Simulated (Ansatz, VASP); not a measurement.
## Cd: VASP beside Ansatz

```xyz
1
Lattice="0.0000 2.2314 2.2314 2.2314 0.0000 2.2314 2.2314 2.2314 0.0000" Properties=species:S:1:pos:R:3 pbc="T T T"
Cd    0.0000    0.0000    0.0000
```

Alike in both runs: task single point; functional PBE; k mesh 16 × 16 × 16; occupations gaussian, width 0.1 eV; no spin polarisation.

```csv
,VASP,Ansatz
version,VASP 6.6.1,Ansatz 0.2.0
potentials or method,"VASP PAW PBE potentials, release 64 (Cd), cutoff 520 eV","scalar-relativistic, plane waves, PAW"
valence electrons in the cell,12,20
```

```csv
,VASP,Ansatz,Ansatz less VASP
gap on the k mesh at the Fermi level (eV),none,none,-
pressure (GPa),1.6,1.4,-0.27
```

A gap of «none» marks a metal or a gap that the smearing closes. VASP's potentials hold 12 valence electrons a cell and Ansatz's 20, so a difference there can come from the potentials and not from the codes.
